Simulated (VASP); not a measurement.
# NaB (Fm-3m) in VASP: notebook

The runs below take NaB through relaxation of cell and atoms, with LDA.

Program: VASP 6.6.1. These are calculated values, not measurements. Logs are shortened: lines on timing, memory, paths and dates and some standing lists are left out, and cuts for length are marked.

## Step 1: The cell of the first run

Symmetry: Fm-3m, No. 225, cubic system. The conventional cell has a = 5.368 Å, b = 5.368 Å, c = 5.368 Å, α = 90.00°, β = 90.00°, γ = 90.00°. Na (site symmetry m-3m) has 6 B at 2.68 Å within 3.5 Å. Within 3.5 Å of B (site symmetry m-3m) lie 6 Na at 2.68 Å.

## Step 2: Relaxation of cell and atoms, LDA, target pressure 10 GPa, at which the enthalpy is minimised

INCAR

```
PREC = Accurate
ENCUT = 600
EDIFF = 1E-6
ISMEAR = 1
SIGMA = 0.02
LREAL = False
LASPH = True
NELM = 100
ALGO = Normal
ISIF = 3
LWAVE = False
LCHARG = False
IBRION = 2
NSW = 80
EDIFFG = -0.001
PSTRESS = 100.0
```

KPOINTS

```
regular mesh
0
Gamma
  4 4 4
```

POSCAR

```
NaB
1.0
    0.0000000000      2.6838690000      2.6838690000
    2.6838690000      0.0000000000      2.6838690000
    2.6838690000      2.6838690000      0.0000000000
Na B
1 1
Direct
    0.0000000000      0.0000000000      0.0000000000
    0.5000000000      0.5000000000      0.5000000000
```

Potentials or basis: VASP PAW LDA potentials, release 64 (Na_pv, B).

Run with:

```sh
$ cat potpaw_LDA.64/Na_pv/POTCAR potpaw_LDA.64/B/POTCAR > POTCAR
$ mpirun -np 1 vasp_std > vasp.out
```

OUTCAR:

```text
PREC = Accurate
   ENCUT = 600
   EDIFF = 1E-6
   ISMEAR = 1
   LREAL = False
   LASPH = True
   NELM = 100
   ISIF = 3
   IBRION = 2
   NSW = 80
   EDIFFG = -0.001
   PSTRESS = 100.0

 ion  position               nearest neighbor table
   1  0.000  0.000  0.000-
   2  0.500  0.500  0.500-

  LATTYP: Found a face centered cubic cell.
 ALAT       =     5.3677380000

  Lattice vectors:

 A1 = (   0.0000000000,   2.6838690000,   2.6838690000)
 A2 = (   2.6838690000,   0.0000000000,   2.6838690000)
 A3 = (   2.6838690000,   2.6838690000,   0.0000000000)

Analysis of symmetry for initial positions (statically):
=====================================================================
 Subroutine PRICEL returns:
 Original cell was already a primitive cell.

 Routine SETGRP: Setting up the symmetry group for a
 face centered cubic supercell.

 Subroutine GETGRP returns: Found 48 space group operations
 (whereof 48 operations were pure point group operations)
 out of a pool of 48 trial point group operations.

The static configuration has the point symmetry O_h .

Analysis of symmetry for dynamics (positions and initial velocities):
=====================================================================
 Subroutine PRICEL returns:
 Original cell was already a primitive cell.

 Routine SETGRP: Setting up the symmetry group for a
 face centered cubic supercell.

 Subroutine GETGRP returns: Found 48 space group operations
 (whereof 48 operations were pure point group operations)
 out of a pool of 48 trial point group operations.

The dynamic configuration has the point symmetry O_h .

 Subroutine INISYM returns: Found 48 space group operations
 (whereof 48 operations are pure point group operations),
 and found     1 'primitive' translations

----------------------------------------------------------------------------------------

                                     Primitive cell

  volume of cell :      38.6646

  direct lattice vectors                    reciprocal lattice vectors
     0.000000000  2.683869000  2.683869000    -0.186298214  0.186298214  0.186298214
     2.683869000  0.000000000  2.683869000     0.186298214 -0.186298214  0.186298214
     2.683869000  2.683869000  0.000000000     0.186298214  0.186298214 -0.186298214

  length of vectors
     3.795563939  3.795563939  3.795563939     0.322677971  0.322677971  0.322677971

  position of ions in fractional coordinates (direct lattice)
     0.000000000  0.000000000  0.000000000
     0.500000000  0.500000000  0.500000000

  ion indices of the primitive-cell ions
   primitive index   ion index
                 1           1
                 2           2

----------------------------------------------------------------------------------------

 KPOINTS: regular mesh

Automatic generation of k-mesh.
 Grid dimensions read from file:
 generate k-points for:    4    4    4

 Generating k-lattice:

  Cartesian coordinates                     Fractional coordinates (reciprocal lattice)
    -0.046574553  0.046574553  0.046574553     0.250000000  0.000000000  0.000000000
     0.046574553 -0.046574553  0.046574553     0.000000000  0.250000000  0.000000000
     0.046574553  0.046574553 -0.046574553     0.000000000  0.000000000  0.250000000

  Length of vectors
     0.080669493  0.080669493  0.080669493

  Shift w.r.t. Gamma in fractional coordinates (k-lattice)
     0.000000000  0.000000000  0.000000000

 Subroutine IBZKPT returns following result:
 ===========================================

 Found      8 irreducible k-points:

 Following reciprocal coordinates:
            Coordinates               Weight
  0.000000  0.000000  0.000000      1.000000
  0.250000  0.000000  0.000000      8.000000
  0.500000  0.000000  0.000000      4.000000
  0.250000  0.250000  0.000000      6.000000
  0.500000  0.250000  0.000000     24.000000
 -0.250000  0.250000  0.000000     12.000000
  0.500000  0.500000  0.000000      3.000000
 -0.250000  0.500000  0.250000      6.000000
   k-points           NKPTS =      8   k-points in BZ     NKDIM =      8   number of bands    NBANDS=      9
   number of dos      NEDOS =    301   number of ions     NIONS =      2
   total plane-waves  NPLWV =  27000
   dimension x,y,z NGX =    30 NGY =   30 NGZ =   30
   dimension x,y,z NGXF=    60 NGYF=   60 NGZF=   60
   ions per type =               1   1
   NGX,Y,Z   is equivalent  to a cutoff of  13.14, 13.14, 13.14 a.u.
   NGXF,Y,Z  is equivalent  to a cutoff of  26.28, 26.28, 26.28 a.u.
 SYSTEM =  unknown system
   PREC   = accura    normal or accurate (medium, high low for compatibility)
   ISTART =      0    job   : 0-new  1-cont  2-samecut
   ICHARG =      2    charge: 1-file 2-atom 10-const
   ISPIN  =      1    spin polarized calculation?
   LNONCOLLINEAR =      F non collinear calculations
   LSORBIT =      F    spin-orbit coupling
   LASPH  =      T    aspherical Exc in radial PAW
   ENCUT  =  600.0 eV  44.10 Ry    6.64 a.u.   7.58  7.58  7.58*2*pi/ulx,y,z
   NELM   =    100;   NELMIN=  2; NELMDL= -5     # of ELM steps
   EDIFF  = 0.1E-05   stopping-criterion for ELM
   LREAL  =      F    real-space projection
   EDIFFG = -.1E-02   stopping-criterion for IOM
   NSW    =     80    number of steps for IOM
   IBRION =      2    ionic relax: 0-MD 1-quasi-New 2-CG
   NFREE  =      1    steps in history (QN), initial steepest desc. (CG)
   ISIF   =      3    stress and relaxation
   ISYM   =      2    0-nonsym 1-usesym 2-fastsym
   POTIM  = 0.5000    time-step for ionic-motion
   TEBEG  =    0.0;   TEEND  =   0.0 temperature during run
   PSTRESS=  100.0 pullay stress
   NELECT =      10.0000    total number of electrons
   NUPDOWN=      -1.0000    fix difference up-down
   EMIN   =  10.00;   EMAX   =-10.00  energy-range for DOS
   EFERMI =   0.00;   METHOD = LEGACY
   ISMEAR =     1;   SIGMA  =   0.02  broadening in eV -4-tet -1-fermi 0-gaus
   EFERMI_NEDOS =   21; number of points for ismear=-14 and -15
   IALGO  =     38    algorithm
   IMIX   =      4    mixing-type and parameters
     AMIX     =   0.40;   BMIX     =  1.00
     AMIX_MAG =   1.60;   BMIX_MAG =  1.00
  volume/ion in A,a.u.               =      19.33       130.46
  Fermi-wavevector in a.u.,A,eV,Ry     =   1.043046  1.971071 14.802394  1.087945
  Thomas-Fermi vector in A             =   2.177738
   LORBIT       =      0    0 simple, 1 ext, 2 COOP (PROOUT), +10 PAW based schemes
   GGA     = CA    functional components
   LHFCALC =     F    Hartree Fock is set to
   AEXX    =    0.0000 exact exchange contribution
   IVDW    =     0    specifies the selected vdW correction
   LEPSILON=     F    determine dielectric tensor
   LRPA    =     F    only Hartree local field effects (RPA)
 conjugate gradient relaxation of ions
 non-spin polarized calculation
 Methfessel and Paxton  Order N= 1 SIGMA  =   0.02
  energy-cutoff  :      600.00
  volume of cell :       38.66
 maximum number of plane-waves:      1308
   NGX = 15   NGY = 15   NGZ = 15

--------------------------------------- Ionic step        1  -------------------------------------------

 number of electron      10.0000005 magnetization

 Free energy of the ion-electron system (eV)
  ---------------------------------------------------
  ext. energy  EPLUGINS =         0.00000000
  ---------------------------------------------------
  free energy    TOTEN  =        -4.86408984 eV

  energy without entropy =       -4.86409938  energy(sigma->0) =       -4.86409302

------------------------ aborting loop because EDIFF is reached ----------------------------------------

  FORCE on cell =-STRESS in cart. coord.  units (eV):
  Direction    XX          YY          ZZ          XY          YZ          ZX
  --------------------------------------------------------------------------------------
  -------------------------------------------------------------------------------------
  Total       -0.4043203     -0.4043203     -0.4043203      0.0000000     -0.0000000      0.0000000
  in kB      -16.7541407    -16.7541407    -16.7541407      0.0000000     -0.0000000      0.0000000
  external PRESSURE =    -116.7541407 kB  Pullay stress =     100.0000000 kB

 VOLUME and BASIS-vectors are now :
 -----------------------------------------------------------------------------
  energy-cutoff  :      600.00
  volume of cell :       38.66
      direct lattice vectors                 reciprocal lattice vectors
     0.000000000  2.683869000  2.683869000    -0.186298214  0.186298214  0.186298214
     2.683869000  0.000000000  2.683869000     0.186298214 -0.186298214  0.186298214
     2.683869000  2.683869000  0.000000000     0.186298214  0.186298214 -0.186298214
[... 77 lines left out ...]
 POSITION                                       TOTAL-FORCE (eV/Angst)
 -----------------------------------------------------------------------------------
      0.00000      0.00000      0.00000        -0.000000     -0.000000      0.000000
      2.44791      2.44791      2.44791         0.000000      0.000000      0.000000
 -----------------------------------------------------------------------------------
    total drift:                               -0.000000      0.000000      0.000000

  FREE ENERGIE OF THE ION-ELECTRON SYSTEM (eV)
  ---------------------------------------------------
  free  energy   TOTEN  =        -4.7401120313 eV

  energy  without entropy=       -4.7393383795  energy(sigma->0) =       -4.73985415

  enthalpy is  TOTEN    =        -2.9090461213 eV   P V=        1.8310659101

[... ionic steps 4 to 19 ...]

--------------------------------------- Ionic step       20  -------------------------------------------

 number of electron      10.0000003 magnetization

------------------------ aborting loop because EDIFF is reached ----------------------------------------

  FORCE on cell =-STRESS in cart. coord.  units (eV):
  Direction    XX          YY          ZZ          XY          YZ          ZX
  --------------------------------------------------------------------------------------
  -------------------------------------------------------------------------------------
  Total        1.8005724      1.8005724      1.8005724      0.0000000      0.0000000     -0.0000000
  in kB       99.6893617     99.6893617     99.6893617      0.0000000      0.0000000     -0.0000000
  external PRESSURE =      -0.3106383 kB  Pullay stress =     100.0000000 kB

 VOLUME and BASIS-vectors are now :
 -----------------------------------------------------------------------------
  energy-cutoff  :      600.00
  volume of cell :       28.94
      direct lattice vectors                 reciprocal lattice vectors
    -0.000000000  2.436767666  2.436767666    -0.205189853  0.205189853  0.205189853
     2.436767666  0.000000000  2.436767666     0.205189853 -0.205189853  0.205189853
     2.436767666  2.436767666  0.000000000     0.205189853  0.205189853 -0.205189853
[... 46 lines left out ...]
  FREE ENERGIE OF THE ION-ELECTRON SYSTEM (eV)
  ---------------------------------------------------
  free  energy   TOTEN  =        -4.7163885887 eV

  energy  without entropy=       -4.7156149369  energy(sigma->0) =       -4.71613070

  enthalpy is  TOTEN    =        -2.9102250013 eV   P V=        1.8061635875

--------------------------------------- Ionic step       22  -------------------------------------------

 number of electron      10.0000003 magnetization

 Free energy of the ion-electron system (eV)
  ---------------------------------------------------
  ext. energy  EPLUGINS =         0.00000000
  ---------------------------------------------------
  free energy    TOTEN  =        -4.71639570 eV

  energy without entropy =       -4.71562205  energy(sigma->0) =       -4.71613781

 E-fermi :   2.2983     XC(G=0):  -9.7302

 val. band max:        2.2920423262   @ k =  -0.2500   0.2500   0.0000
 cond. band min:       2.5207563577   @ k =   0.2500   0.0000   0.0000
 fundamental gap:      0.2287140315
 Fermi energy:         2.2982731857

 k-point     1 :       0.0000    0.0000    0.0000
  band No.  band energies     occupation
      1     -20.7189      2.00000
      2     -20.7189      2.00000
      3     -20.7189      2.00000
      4      -6.0143      2.00000
      5       5.1526      0.00000
      6       5.1526      0.00000
      7       5.1526      0.00000
      8      12.8881      0.00000
      9      13.3982      0.00000

 k-point     2 :       0.2500    0.0000    0.0000
  band No.  band energies     occupation
      1     -20.7833      2.00000
      2     -20.7245      2.00000
      3     -20.7245      2.00000
      4      -5.0182      2.00000
      5       2.5208     -0.00000
      6       4.6269      0.00000
      7       4.6269      0.00000
      8      11.3343      0.00000
      9      14.4683      0.00000
[... 92 lines left out ...]
 POSITION                                       TOTAL-FORCE (eV/Angst)
 -----------------------------------------------------------------------------------
      0.00000      0.00000      0.00000        -0.000000     -0.000000     -0.000000
      2.43676      2.43676      2.43676         0.000000      0.000000      0.000000
 -----------------------------------------------------------------------------------
    total drift:                               -0.000000      0.000000      0.000000

  FREE ENERGIE OF THE ION-ELECTRON SYSTEM (eV)
  ---------------------------------------------------
  free  energy   TOTEN  =        -4.7163956975 eV

  energy  without entropy=       -4.7156220457  energy(sigma->0) =       -4.71613781

  enthalpy is  TOTEN    =        -2.9102250001 eV   P V=        1.8061706974

 reached required accuracy - stopping structural energy minimisation
```

Run time: 28 s. Hardware: 1 thread of Intel Xeon 6975P-C, shared host; peak memory 0.14 GiB.

Results:

```yaml
Free_energy: -4.7164 eV
Relaxed_volume: 14.47 Å³/atom
Relaxed_cell: a = 3.446 Å, b = 3.446 Å, c = 3.446 Å, α = 60.00°, β = 60.00°, γ = 60.00°
Space_group_after_relaxing_to_0.05_Å: Fm-3m (No. 225)
Energy_change_on_relaxing_the_enthalpy_is_what_falls: +73.8 meV/atom
Ionic_steps: 22
Pressure_after_relaxing: 10.0 GPa
Band_gap_on_the_k_mesh: zero (band 5 reaches 5.15 eV, above the bottom of band 6 at 1.25 eV)
```

Step by step:
```tsv
step	energy change (eV)	largest force (eV/Å)	pressure (GPa)	volume (Å³)
1	0.0000	0.0000	-1.68	38.66
2	0.0383	0.0000	5.11	31.30
3	0.1240	0.0000	9.07	29.34
4	0.1487	0.0000	10.11	28.92
5	0.1379	0.0000	9.60	29.10
6	0.1381	0.0000	9.60	29.09
7	0.1389	0.0000	9.70	29.08
8	0.1389	0.0000	9.66	29.08
9	0.1390	0.0000	9.66	29.08
10	0.1391	0.0000	9.66	29.08
11	0.1392	0.0000	9.65	29.08
12	0.1396	0.0000	9.72	29.07
13	0.1402	0.0000	9.74	29.06
14	0.1416	0.0000	9.83	29.04
15	0.1444	0.0000	9.89	28.99
16	0.1500	0.0000	10.12	28.90
17	0.1471	0.0000	9.97	28.95
18	0.1480	0.0000	10.06	28.93
19	0.1474	0.0000	9.98	28.94
20	0.1477	0.0000	9.97	28.94
21	0.1477	0.0000	10.02	28.94
22	0.1477	0.0000	10.01	28.94
```

Final structure:
```
CELL_PARAMETERS angstrom
0.00000 2.43676 2.43676
2.43676 0.00000 2.43676
2.43676 2.43676 0.00000
ATOMIC_POSITIONS crystal
Na 0.00000 0.00000 0.00000
B 0.50000 0.50000 0.50000
```

Levels at points of the mesh, in eV from the Fermi level:
```tsv
k point	band 3	band 4	band 5	band 6	band 7	band 8
(0.00, 0.00, 0.00)	-23.02	-8.31	2.85	2.85	2.85	10.59
(0.50, 0.00, 0.00)	-23.03	-5.44	-2.83	1.89	1.89	8.44
(0.50, 0.50, 0.00)	-23.06	-4.76	-2.16	1.00	1.00	6.06
```

Caveat: the k points lie up to 0.56 Å⁻¹ apart in the final cell; the cell is relaxed towards a set pressure, so the enthalpy falls and the energy may rise; the volume moved by over 15 % at a fixed basis, so the end points are rough.

## Step 3: Relaxation of cell and atoms, LDA, target pressure 20 GPa, at which the enthalpy is minimised

INCAR

```
SYSTEM = NaB
  PREC = Accurate
  ENCUT = 600
  EDIFF = 1E-6
  ISMEAR = 1
  SIGMA = 0.02
  LREAL = .False.
  LASPH = .True.
  NELM = 60
  ALGO = Normal
  ISIF = 3
  LWAVE = .False.
  LCHARG = .False.
  IBRION = 2
  NSW = 80
  EDIFFG = -0.001
  PSTRESS = 200.0
```

KPOINTS

```
regular mesh
0
Gamma
  4 4 4
  0 0 0
```

POSCAR is that of step 2.

Potentials or basis: VASP PAW LDA potentials, release 64 (Na_pv, B).

Run with:

```sh
$ cat potpaw_LDA.64/Na_pv/POTCAR potpaw_LDA.64/B/POTCAR > POTCAR
$ mpirun -np 1 vasp_std > vasp.out
```

Wall time 9 s (1 thread of Intel Xeon 6975P-C, shared host); peak memory 0.14 GiB.

It converged, with:

```
Free energy                                            : -4.4330 eV
Relaxed volume                                         : 12.91 Å³/atom
Relaxed cell                                           : a = 3.318 Å, b = 3.318 Å, c = 3.318 Å, α = 60.00°, β = 60.00°, γ = 60.00°
Space group after relaxing (to 0.05 Å)                 : Fm-3m (No. 225)
Energy change on relaxing (the enthalpy is what falls) : +215.5 meV/atom
Ionic steps                                            : 4
Pressure after relaxing                                : 20.0 GPa
Band gap on the k mesh                                 : zero (band 5 reaches 6.20 eV, above the bottom of band 6 at 1.85 eV)
```

The path:
```tsv
step	energy change (eV)	largest force (eV/Å)	pressure (GPa)	volume (Å³)
1	0.0000	0.0000	-1.68	38.66
2	0.4345	0.0000	20.13	25.80
3	0.4311	0.0000	19.92	25.83
4	0.4311	0.0000	19.99	25.83
```

Final structure:
```
Na B
1.0
     0.00000    2.34607    2.34607
     2.34607    0.00000    2.34607
     2.34607    2.34607    0.00000
Na B
1 1
Direct
  0.00000 0.00000 0.00000
  0.50000 0.50000 0.50000
```

Levels at points of the mesh, in eV from the Fermi level:
| k point | band 2 | band 3 | band 4 | band 5 | band 6 | band 7 | band 8 | band 9 |
| --- | --- | --- | --- | --- | --- | --- | --- | --- |
| (0.00, 0.00, 0.00) | -22.96 | -22.96 | -8.74 | 3.22 | 3.22 | 3.22 | 11.60 | 12.23 |
| (0.50, 0.00, 0.00) | -22.98 | -22.98 | -5.43 | -3.09 | 2.07 | 2.07 | 9.20 | 12.75 |
| (0.50, 0.50, 0.00) | -23.02 | -23.02 | -4.70 | -2.32 | 1.16 | 1.16 | 6.16 | 9.55 |

Caveat: the k points lie up to 0.58 Å⁻¹ apart in the final cell; the cell is relaxed towards a set pressure, so the enthalpy falls and the energy may rise; the volume moved by over 15 % at a fixed basis, so the end points are rough.
